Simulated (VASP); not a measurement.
# MgB2 (P6/mmm) in VASP: settings compared

MgB2 is run at these levels: r2SCAN, r2SCAN+D3(BJ), PBE0; tasks: single point.

All numbers are computed with VASP 6.6.1; they aren't measurements. Logs are shortened: lines on timing, memory, paths and dates and some standing lists are left out, and cuts for length are marked.

### Step 1. The cell of the first run

Symmetry: P6/mmm, No. 191, hexagonal system. Conventional cell: a = 3.043 Å, b = 3.043 Å, c = 3.475 Å, α = 90.00°, β = 90.00°, γ = 120.00°. Mg (site symmetry 6/mmm) has 12 B at 2.47 Å and 6 Mg at 3.04 Å within 3.3 Å. Within 2.3 Å of B (site symmetry -6m2) lie 3 B at 1.76 Å.

### Step 2. Single point, r2SCAN

Input file POSCAR:

```
MgB2
1.0
    3.0433056997      0.0000000000      0.0000000000
   -1.5216528499      2.6355800475      0.0000000000
    0.0000000000      0.0000000000      3.4753860551
Mg B
1 2
Direct
    0.0000000000      0.0000000000      0.0000000000
    0.6666666667      0.3333333333      0.5000000000
    0.3333333333      0.6666666667      0.5000000000
```

Input file INCAR.step1:

```
PREC = Accurate
ENCUT = 750
ISMEAR = -1
SIGMA = 0.05
LREAL = F
LASPH = T
NELM = 120
NBANDS = 15
GGA = PE
ALGO = Normal
EDIFF = 1E-5
LWAVE = T
LCHARG = F
GGA_COMPAT = F
```

Input file INCAR.step2:

```
PREC = Accurate
ENCUT = 750
EDIFF = 1E-6
ISMEAR = -1
SIGMA = 0.05
LREAL = F
LASPH = T
NELM = 120
ALGO = Normal
ISIF = 2
LWAVE = F
LCHARG = F
METAGGA = R2SCAN
LMIXTAU = T
NBANDS = 15
ISTART = 1
GGA_COMPAT = F
```

Input file KPOINTS:

```
regular mesh
0
Gamma
  10 10 8
```

Potentials or basis: VASP PAW PBE potentials, release 64 (Mg_sv, B).

Command:

```
> cat potpaw_PBE.64/Mg_sv/POTCAR potpaw_PBE.64/B/POTCAR > POTCAR
> cp INCAR.step1 INCAR
> mpirun -np 1 vasp_std > vasp.out
> cp INCAR.step2 INCAR
> mpirun -np 1 vasp_std > vasp.out
```

OUTCAR:

```text
PREC = Accurate
   ENCUT = 750
   EDIFF = 1E-6
   ISMEAR = -1
   LREAL = F
   LASPH = T
   NELM = 120
   ISIF = 2
   METAGGA = R2SCAN
   ISTART = 1

 ion  position               nearest neighbor table
   1  0.000  0.000  0.000-
   2  0.667  0.333  0.500-   3 1.76   3 1.76   3 1.76
   3  0.333  0.667  0.500-   2 1.76   2 1.76   2 1.76

  LATTYP: Found a hexagonal cell.
 ALAT       =     3.0433056997
 C/A-ratio  =     1.1419773096

  Lattice vectors:

 A1 = (   3.0433056997,   0.0000000000,   0.0000000000)
 A2 = (  -1.5216528499,   2.6355800475,   0.0000000000)
 A3 = (   0.0000000000,   0.0000000000,   3.4753860551)

Analysis of symmetry for initial positions (statically):
=====================================================================
 Subroutine PRICEL returns:
 Original cell was already a primitive cell.

 Routine SETGRP: Setting up the symmetry group for a
 hexagonal supercell.

 Subroutine GETGRP returns: Found 24 space group operations
 (whereof 24 operations were pure point group operations)
 out of a pool of 24 trial point group operations.

The static configuration has the point symmetry D_6h.

Analysis of symmetry for dynamics (positions and initial velocities):
=====================================================================
 Subroutine PRICEL returns:
 Original cell was already a primitive cell.

 Routine SETGRP: Setting up the symmetry group for a
 hexagonal supercell.

 Subroutine GETGRP returns: Found 24 space group operations
 (whereof 24 operations were pure point group operations)
 out of a pool of 24 trial point group operations.

The dynamic configuration has the point symmetry D_6h.

 Subroutine INISYM returns: Found 24 space group operations
 (whereof 24 operations are pure point group operations),
 and found     1 'primitive' translations

----------------------------------------------------------------------------------------

                                     Primitive cell

  volume of cell :      27.8756

  direct lattice vectors                    reciprocal lattice vectors
     3.043305700  0.000000000  0.000000000     0.328590059  0.189711559  0.000000000
    -1.521652850  2.635580047  0.000000000     0.000000000  0.379423118  0.000000000
     0.000000000  0.000000000  3.475386055     0.000000000  0.000000000  0.287737818

  length of vectors
     3.043305700  3.043305700  3.475386055     0.379423118  0.379423118  0.287737818

  position of ions in fractional coordinates (direct lattice)
     0.000000000  0.000000000  0.000000000
     0.666666667  0.333333333  0.500000000
     0.333333333  0.666666667  0.500000000

  ion indices of the primitive-cell ions
   primitive index   ion index
                 1           1
                 2           2
                 3           3

----------------------------------------------------------------------------------------

 KPOINTS: regular mesh

Automatic generation of k-mesh.
 Grid dimensions read from file:
 generate k-points for:   10   10    8

 Generating k-lattice:

  Cartesian coordinates                     Fractional coordinates (reciprocal lattice)
     0.032859006  0.018971156  0.000000000     0.100000000  0.000000000  0.000000000
     0.000000000  0.037942312  0.000000000     0.000000000  0.100000000  0.000000000
     0.000000000  0.000000000  0.035967227     0.000000000  0.000000000  0.125000000

  Length of vectors
     0.037942312  0.037942312  0.035967227

  Shift w.r.t. Gamma in fractional coordinates (k-lattice)
     0.000000000  0.000000000  0.000000000

 Subroutine IBZKPT returns following result:
 ===========================================

 Found     70 irreducible k-points:

 Following reciprocal coordinates:
            Coordinates               Weight
  0.000000  0.000000  0.000000      1.000000
  0.100000  0.000000  0.000000      6.000000
  0.200000  0.000000  0.000000      6.000000
  0.300000 -0.000000  0.000000      6.000000
  0.400000 -0.000000  0.000000      6.000000
  0.500000  0.000000  0.000000      3.000000
[... 16 lines left out ...]
  0.300000  0.100000  0.125000     24.000000
  0.400000  0.100000  0.125000     24.000000
 [... further k-points ...]
   k-points           NKPTS =     70   k-points in BZ     NKDIM =     70   number of bands    NBANDS=     15
   number of dos      NEDOS =    301   number of ions     NIONS =      3
   total plane-waves  NPLWV =  25088
   dimension x,y,z NGX =    28 NGY =   28 NGZ =   32
   dimension x,y,z NGXF=    56 NGYF=   56 NGZF=   64
   ions per type =               1   2
   NGX,Y,Z   is equivalent  to a cutoff of  15.30, 15.30, 15.31 a.u.
   NGXF,Y,Z  is equivalent  to a cutoff of  30.59, 30.59, 30.61 a.u.
 SYSTEM =  unknown system
   PREC   = accura    normal or accurate (medium, high low for compatibility)
   ISTART =      1    job   : 0-new  1-cont  2-samecut
   ICHARG =      0    charge: 1-file 2-atom 10-const
   ISPIN  =      1    spin polarized calculation?
   LNONCOLLINEAR =      F non collinear calculations
   LSORBIT =      F    spin-orbit coupling
   LASPH  =      T    aspherical Exc in radial PAW
   ENCUT  =  750.0 eV  55.12 Ry    7.42 a.u.   6.80  6.80  7.76*2*pi/ulx,y,z
   NELM   =    120;   NELMIN=  2; NELMDL=  0     # of ELM steps
   EDIFF  = 0.1E-05   stopping-criterion for ELM
   LREAL  =      F    real-space projection
   EDIFFG = 0.1E-04   stopping-criterion for IOM
   NSW    =      0    number of steps for IOM
   IBRION =     -1    ionic relax: 0-MD 1-quasi-New 2-CG
   NFREE  =      0    steps in history (QN), initial steepest desc. (CG)
   ISIF   =      2    stress and relaxation
   ISYM   =      2    0-nonsym 1-usesym 2-fastsym
   POTIM  = 0.5000    time-step for ionic-motion
   TEBEG  =    0.0;   TEEND  =   0.0 temperature during run
   PSTRESS=    0.0 pullay stress
   NELECT =      16.0000    total number of electrons
   NUPDOWN=      -1.0000    fix difference up-down
   EMIN   =  10.00;   EMAX   =-10.00  energy-range for DOS
   EFERMI =   0.00;   METHOD = LEGACY
   ISMEAR =    -1;   SIGMA  =   0.05  broadening in eV -4-tet -1-fermi 0-gaus
   EFERMI_NEDOS =   21; number of points for ismear=-14 and -15
   IALGO  =     38    algorithm
   IMIX   =      4    mixing-type and parameters
     AMIX     =   0.40;   BMIX     =  1.00
     AMIX_MAG =   1.60;   BMIX_MAG =  1.00
  volume/ion in A,a.u.               =       9.29        62.70
  Fermi-wavevector in a.u.,A,eV,Ry     =   1.360525  2.571020 25.184771  1.851028
  Thomas-Fermi vector in A             =   2.487180
   LORBIT       =      0    0 simple, 1 ext, 2 COOP (PROOUT), +10 PAW based schemes
   METAGGA = R2SCAN    functional components
   LHFCALC =     F    Hartree Fock is set to
   AEXX    =    0.0000 exact exchange contribution
   IVDW    =     0    specifies the selected vdW correction
   LEPSILON=     F    determine dielectric tensor
   LRPA    =     F    only Hartree local field effects (RPA)
 non-spin polarized calculation
  energy-cutoff  :      750.00
  volume of cell :       27.88
 maximum number of plane-waves:      1316
 NGX is ok and might be reduce to    28
   NGX = 13   NGY = 13   NGZ = 15

 number of electron      16.0000001 magnetization

 Free energy of the ion-electron system (eV)
  ---------------------------------------------------
  ext. energy  EPLUGINS =         0.00000000
  ---------------------------------------------------
  free energy    TOTEN  =       -19.41273482 eV

  energy without entropy =      -19.40672441  energy(sigma->0) =      -19.40972962

 E-fermi :   5.4339     XC(G=0): -11.9966

 val. band max:        5.4252730409   @ k =   0.1000   0.0000   0.1250
 cond. band min:       5.5109138951   @ k =   0.4000   0.1000   0.0000
 fundamental gap:      0.0856408542
 Fermi energy:         5.4339048405

 k-point     1 :       0.0000    0.0000    0.0000
  band No.  band energies     occupation
      1     -72.7778      2.00000
      2     -37.8895      2.00000
      3     -37.8895      2.00000
      4     -37.8753      2.00000
      5      -8.0732      2.00000
      6       2.1847      2.00000
      7       5.8085      0.00111
      8       5.8085      0.00111
      9       7.4787      0.00000
     10      12.2002      0.00000
     11      12.2002      0.00000
     12      14.3189      0.00000
     13      16.5611      0.00000
     14      19.7388      0.00000
     15      23.0640      0.00000

 k-point     2 :       0.1000    0.0000    0.0000
  band No.  band energies     occupation
      1     -72.7774      2.00000
      2     -37.8939      2.00000
      3     -37.8905      2.00000
      4     -37.8746      2.00000
      5      -7.8849      2.00000
      6       2.3674      2.00000
      7       4.8689      1.99998
      8       5.3718      1.55206
      9       7.6350      0.00000
     10      12.1405      0.00000
     11      13.0252      0.00000
     12      14.7403      0.00000
     13      15.8292      0.00000
     14      20.5930      0.00000
     15      22.3099      0.00000

 k-point     3 :       0.2000    0.0000    0.0000
  band No.  band energies     occupation
      1     -72.7764      2.00000
      2     -37.9053      2.00000
      3     -37.8932      2.00000
      4     -37.8727      2.00000
      5      -7.3237      2.00000
      6       2.8418      2.00000
      7       2.9095      2.00000
      8       4.5064      2.00000
      9       8.1146      0.00000
     10      11.6731      0.00000
     11      14.0150      0.00000
     12      15.0332      0.00000
     13      15.5808      0.00000
     14      21.2675      0.00000
     15      21.4991      0.00000

 k-point     4 :       0.3000   -0.0000    0.0000
  band No.  band energies     occupation
      1     -72.7752      2.00000
      2     -37.9196      2.00000
      3     -37.8967      2.00000
      4     -37.8706      2.00000
      5      -6.4011      2.00000
      6       0.5953      2.00000
      7       3.7167      2.00000
      8       3.7832      2.00000
      9       8.8204      0.00000
     10      11.1831      0.00000
     11      11.8197      0.00000
     12      15.4497      0.00000
     13      17.6196      0.00000
     14      20.3116      0.00000
     15      21.4842      0.00000
[... 307 lines left out ...]
 k-point    22 :       0.2000    0.1000    0.1250
  band No.  band energies     occupation
      1     -72.7756      2.00000
      2     -37.9135      2.00000
      3     -37.8964      2.00000
      4     -37.8725      2.00000
      5      -6.6345      2.00000
      6       1.7956      2.00000
      7       2.4772      2.00000
      8       3.4380      2.00000
      9       9.9163      0.00000
     10      11.5237      0.00000
     11      12.6590      0.00000
     12      14.9796      0.00000
     13      17.5369      0.00000
     14      17.8899      0.00000
     15      21.3430      0.00000

 k-point    23 :       0.3000    0.1000    0.1250
  band No.  band energies     occupation
      1     -72.7745      2.00000
      2     -37.9254      2.00000
      3     -37.9004      2.00000
      4     -37.8705      2.00000
      5      -5.5499      2.00000
      6      -0.3109      2.00000
      7       2.6859      2.00000
      8       3.5404      2.00000
      9       9.4598      0.00000
     10      10.8010      0.00000
     11      12.2619      0.00000
     12      15.6213      0.00000
     13      17.0293      0.00000
     14      18.6191      0.00000
     15      21.1729      0.00000

 k-point    24 :       0.4000    0.1000    0.1250
  band No.  band energies     occupation
      1     -72.7738      2.00000
      2     -37.9329      2.00000
      3     -37.9028      2.00000
      4     -37.8693      2.00000
      5      -4.1781      2.00000
      6      -2.2429      2.00000
      7       2.3254      2.00000
      8       4.6525      2.00000
      9       7.8467      0.00000
     10      11.1171      0.00000
     11      12.5154      0.00000
     12      14.8538      0.00000
     13      16.6152      0.00000
     14      20.3673      0.00000
     15      21.1959      0.00000

 [... further k-points ...]

------------------------ aborting loop because EDIFF is reached ----------------------------------------

  FORCE on cell =-STRESS in cart. coord.  units (eV):
  Direction    XX          YY          ZZ          XY          YZ          ZX
  --------------------------------------------------------------------------------------
  -------------------------------------------------------------------------------------
  Total        0.8816016      0.8816016      0.4854595     -0.0000000     -0.0000000      0.0000000
  in kB       50.6708421     50.6708421     27.9022213     -0.0000000     -0.0000000      0.0000000
  external PRESSURE =      43.0813018 kB  Pullay stress =       0.0000000 kB

 VOLUME and BASIS-vectors are now :
 -----------------------------------------------------------------------------
  energy-cutoff  :      750.00
  volume of cell :       27.88
      direct lattice vectors                 reciprocal lattice vectors
     3.043305700  0.000000000  0.000000000     0.328590059  0.189711559  0.000000000
    -1.521652850  2.635580047  0.000000000     0.000000000  0.379423118  0.000000000
     0.000000000  0.000000000  3.475386055     0.000000000  0.000000000  0.287737818

 POSITION                                       TOTAL-FORCE (eV/Angst)
 -----------------------------------------------------------------------------------
      0.00000      0.00000      0.00000         0.000000      0.000000      0.000000
      1.52165      0.87853      1.73769         0.000000     -0.000000      0.000000
     -0.00000      1.75705      1.73769        -0.000000      0.000000      0.000000
 -----------------------------------------------------------------------------------
    total drift:                               -0.000000      0.000000      0.000000

  FREE ENERGIE OF THE ION-ELECTRON SYSTEM (eV)
  ---------------------------------------------------
  free  energy   TOTEN  =       -19.4127348169 eV

  energy  without entropy=      -19.4067244141  energy(sigma->0) =      -19.40972962
```

Run time: 99 s. Hardware: 1 thread of AMD EPYC 9R45 (Zen 5), shared host; peak memory 0.16 GiB.

Results:

```yaml
Free_energy: -19.4127 eV
Pressure: 4.3 GPa
Band_gap_on_the_k_mesh: zero (bands 8 and 9 overlap by 2.61 eV)
```

Stress tensor (GPa, compression positive):
```
5.07 0.00 0.00
0.00 5.07 0.00
0.00 0.00 2.79
```

Caveat: the cell stands under pressure; the PAW data sets were made with another functional, which shifts forces and pressure a little.

### Step 3. Single point, r2SCAN

This run uses another cell than the first one, of 9.68 Å³/atom.

Input file POSCAR:

```
MgB2
1.0
    3.0850000000      0.0000000000      0.0000000000
   -1.5425000000      2.6716883707      0.0000000000
    0.0000000000      0.0000000000      3.5230000000
Mg B
1 2
Direct
    0.0000000000      0.0000000000      0.0000000000
    0.6666666667      0.3333333333      0.5000000000
    0.3333333333      0.6666666667      0.5000000000
```

Input file INCAR.step1:

```
SYSTEM = MgB2
PREC = Accurate
ENCUT = 750
ISMEAR = -1
SIGMA = 0.05
LREAL = .FALSE.
LASPH = .TRUE.
NELM = 120
NBANDS = 15
GGA = PE
ALGO = Normal
EDIFF = 1E-5
LWAVE = .TRUE.
LCHARG = .FALSE.
GGA_COMPAT = .FALSE.
```

Input file INCAR.step2:

```
SYSTEM = MgB2
PREC = Accurate
ENCUT = 750
EDIFF = 1E-6
ISMEAR = -1
SIGMA = 0.05
LREAL = .FALSE.
LASPH = .TRUE.
NELM = 120
ALGO = Normal
ISIF = 2
LWAVE = .FALSE.
LCHARG = .FALSE.
METAGGA = R2SCAN
LMIXTAU = .TRUE.
NBANDS = 15
ISTART = 1
GGA_COMPAT = .FALSE.
```

Input file KPOINTS:

```
Automatic mesh
0
G
  10 10 8
  0 0 0
```

Potentials or basis: VASP PAW PBE potentials, release 64 (Mg_sv, B).

Command:

```
> cat potpaw_PBE.64/Mg_sv/POTCAR potpaw_PBE.64/B/POTCAR > POTCAR
> cp INCAR.step1 INCAR
> mpirun -np 1 vasp_std > vasp.out
> cp INCAR.step2 INCAR
> mpirun -np 1 vasp_std > vasp.out
```

It took 87 s on 1 thread of Intel Xeon 6975P-C (Granite Rapids), shared host; peak memory 0.19 GiB.

Results (log left out):

```
Free energy            : -19.4236 eV
Pressure               : -2.2 GPa
Band gap on the k mesh : zero (bands 8 and 9 overlap by 2.54 eV)
```

Stress tensor (GPa, compression positive):
```
-2.29  0.00  0.00
 0.00 -2.29  0.00
 0.00  0.00 -2.02
```

Levels at points of the mesh, in eV from the Fermi level:
```csv
k point,band 4,band 5,band 6,band 7,band 8,band 9,band 10,band 11,band 12,band 13
"(0.00, 0.00, 0.00)",-43.42,-13.25,-3.16,0.35,0.35,1.94,6.59,6.59,8.43,10.75
"(0.50, 0.00, 0.00)",-43.41,-9.21,-8.31,-2.36,0.16,3.25,4.08,5.74,7.88,13.56
"(0.00, 0.00, 0.50)",-43.42,-11.96,-7.77,0.74,0.74,6.90,6.90,8.53,10.32,10.93
"(0.50, 0.00, 0.50)",-43.42,-8.22,-7.40,-3.78,-2.06,-1.26,5.99,9.50,9.69,14.16
```

Caveat: the PAW data sets were made with another functional, which shifts forces and pressure a little.

### Step 4. Single point, r2SCAN+D3(BJ)

This run uses another cell than the first one, of 9.39 Å³/atom.

Input file POSCAR:

```
MgB2
1.0
    3.0610865115      0.0000000000      0.0000000000
   -1.5305432557      2.6509786821      0.0000000000
    0.0000000000      0.0000000000      3.4721083383
Mg B
1 2
Direct
    0.0000000000      0.0000000000      0.0000000000
    0.6666666667      0.3333333333      0.5000000000
    0.3333333333      0.6666666667      0.5000000000
```

Input file INCAR.step1:

```
PREC     = Accurate       # precision mode
ENCUT    = 750            # plane-wave cutoff, eV
ISMEAR   = -1             # smearing method
SIGMA    = 0.05           # smearing width, eV
LREAL    = F              # projectors in reciprocal space
LASPH    = T              # aspherical terms in the spheres
NELM     = 120            # most SCF steps
NBANDS   = 15             # bands
GGA      = PE             # functional
ALGO     = Normal         # electronic algorithm
EDIFF    = 1E-5           # SCF threshold, eV
LWAVE    = T              # write WAVECAR
LCHARG   = F              # write CHGCAR
GGA_COMPAT= F
```

Input file INCAR.step2:

```
PREC     = Accurate       # precision mode
ENCUT    = 750            # plane-wave cutoff, eV
EDIFF    = 1E-6           # SCF threshold, eV
ISMEAR   = -1             # smearing method
SIGMA    = 0.05           # smearing width, eV
LREAL    = F              # projectors in reciprocal space
LASPH    = T              # aspherical terms in the spheres
NELM     = 120            # most SCF steps
ALGO     = Normal         # electronic algorithm
ISIF     = 2              # what is computed and relaxed
LWAVE    = F              # write WAVECAR
LCHARG   = F              # write CHGCAR
METAGGA  = R2SCAN         # meta-GGA
LMIXTAU  = T            
IVDW     = 12             # dispersion correction
VDW_S6   = 1.0          
VDW_S8   = 0.78981345   
VDW_A1   = 0.49484001   
VDW_A2   = 5.73083694   
NBANDS   = 15             # bands
ISTART   = 1            
GGA_COMPAT= F
```

Input file KPOINTS:

```
regular mesh
0
Gamma
  10 10 8
```

Command:

```
> cat potpaw_PBE.64/Mg_sv/POTCAR potpaw_PBE.64/B/POTCAR > POTCAR
> cp INCAR.step1 INCAR
> mpirun -np 1 vasp_std > vasp.out
> cp INCAR.step2 INCAR
> mpirun -np 1 vasp_std > vasp.out
```

Wall time 88 s (1 thread of AMD EPYC 9R45 (Zen 5), shared host); peak memory 0.17 GiB.

The run converged. Its results:

- Free energy: -19.8327 eV
- Pressure: -0.2 GPa
- Band gap on the k mesh: zero (bands 8 and 9 overlap by 2.65 eV)
- Dispersion energy per atom: -0.137 eV

Stress tensor (GPa, compression positive):
```
-0.22  0.00  0.00
 0.00 -0.22  0.00
 0.00  0.00 -0.12
```

Levels at points of the mesh, in eV from the Fermi level:
```csv
k point,band 5,band 6,band 7,band 8,band 9,band 10,band 11,band 12
"(0.00, 0.00, 0.00)",-13.44,-3.15,0.32,0.32,2.12,6.64,6.64,8.64
"(0.50, 0.00, 0.00)",-9.33,-8.46,-2.43,0.19,3.36,4.10,5.98,8.23
"(0.00, 0.00, 0.50)",-12.09,-7.91,0.75,0.75,6.95,6.95,8.62,10.69
"(0.50, 0.00, 0.50)",-8.29,-7.50,-3.87,-2.12,-1.30,6.14,9.65,9.93
```

Caveat: the PAW data sets were made with another functional, which shifts forces and pressure a little.

(Part 1 of 2 ends here.)
